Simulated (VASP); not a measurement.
Runs of VASP 6.6.1 on Mo. It takes space group Im-3m (No. 229, cubic). The conventional cell has a = 3.113 Å, b = 3.113 Å, c = 3.113 Å, α = 90.00°, β = 90.00°, γ = 90.00°. Within 3.6 Å of Mo (site symmetry m-3m) lie 14 Mo at 2.70 to 3.11 Å. 

```tsv
k mesh	smearing	gap on the mesh (eV)	pressure (GPa)
14 × 14 × 14	methfessel-paxton 0.01 eV	none	(a)
7 × 7 × 7	fermi-dirac 0.1 eV	none	1.4
14 × 14 × 14	fermi-dirac 0.3 eV	none	1.6
15 × 15 × 15	fermi-dirac 0.1 eV	none	1.0
14 × 14 × 14	methfessel-paxton 0.03 eV	none	1.4
23 × 23 × 23	fermi-dirac 0.1 eV	none	(b)
14 × 14 × 14	fermi-dirac 0.1 eV	none	1.2
```

Alike in all rows: task single point; level LDA; potentials or basis VASP PAW LDA potentials, release 64 (Mo_sv); no spin polarisation; cell as given; cutoff (eV) 520.

**Question.** Fill in the values left out.

**Answer.** (a) 1.3; (b) 0.8.

Caveats: some runs use coarse meshes.

A k mesh can miss the band edges, and the runs leave out spin-orbit coupling on Mo.

A gap of «none» marks levels without a gap at the run's occupations.
